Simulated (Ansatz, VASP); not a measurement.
**Two plane-wave programs on Ge**

The input POSCAR:

```
Ge
1.0
    0.0000000000      2.8661367691      2.8661367691
    2.8661367691      0.0000000000      2.8661367691
    2.8661367691      2.8661367691      0.0000000000
Ge
2
Direct
    0.7500000000      0.7500000000      0.7500000000
    0.5000000000      0.5000000000      0.5000000000
```

File INCAR.step1:

```
SYSTEM = Ge
PREC = Accurate
ENCUT = 520
EDIFF = 1E-5
ISMEAR = -1
SIGMA = 0.05
LREAL = .False.
LASPH = .True.
NELM = 60
ALGO = Normal
ISIF = 2
LWAVE = .True.
LCHARG = .False.
GGA = PE
NBANDS = 21
```

The input INCAR.step2:

```
SYSTEM = Ge
PREC = Accurate
ENCUT = 520
EDIFF = 1E-6
ISMEAR = -1
SIGMA = 0.05
LREAL = .False.
LASPH = .True.
NELM = 60
ALGO = Normal
ISIF = 2
LWAVE = .False.
LCHARG = .False.
GGA = B5
LHFCALC = .True.
AEXX = 0.2
AGGAX = 0.72
AGGAC = 0.81
ALDAC = 0.19
PRECFOCK = Normal
ISTART = 1
NBANDS = 21
```

File KPOINTS:

```
Automatic mesh
0
Gamma
  4 4 4
  0 0 0
```

File input.yaml:

```yaml
crystal:
  lattice:
    - [0.0, 2.8661367691, 2.8661367691]
    - [2.8661367691, 0.0, 2.8661367691]
    - [2.8661367691, 2.8661367691, 0.0]
  atoms:
    - { symbol: Ge, position: [0.75, 0.75, 0.75] }
    - { symbol: Ge, position: [0.5, 0.5, 0.5] }
hamiltonian:
  xc: b3lyp5
  pseudopotentials: { kind: paw }
kpoints:
  mp_grid: { grid: [4, 4, 4] }
scf:
  occupations: { method: fermi_dirac, width: 0.05 }
output:
  forces: true
  stress: true
  eigenvalues: true
```

Alike in both runs: task single point; functional B3LYP5; k mesh 4 × 4 × 4; occupations fermi-dirac, width 0.05 eV; no spin polarisation.

|  | VASP | Ansatz |
| --- | --- | --- |
| version | VASP 6.6.1 | Ansatz 0.2.0 |
| potentials or method | VASP PAW PBE potentials, release 64 (Ge_d) | Ansatz PAW |
| plane-wave cutoff (eV) | 520 | 420 |
| valence electrons in the cell | 28 | 28 |

Ansatz gave:

| Property | Result |
| --- | --- |
| gap on the k mesh at the Fermi level (eV) | 0.62 |
| least direct gap on the mesh (eV) | 0.62 |
| pressure (GPa) | 1.4 |

Q: Which values does VASP return?

A: gap on the k mesh at the Fermi level (eV): 0.71; least direct gap on the mesh (eV): 0.71; pressure (GPa): 1.6.

VASP's potentials were made for PBE, not for B3LYP5. With one functional, cell and mesh, what is left measures potentials, basis and numerics.

The k mesh is coarse, so the values compare programs but aren't converged.
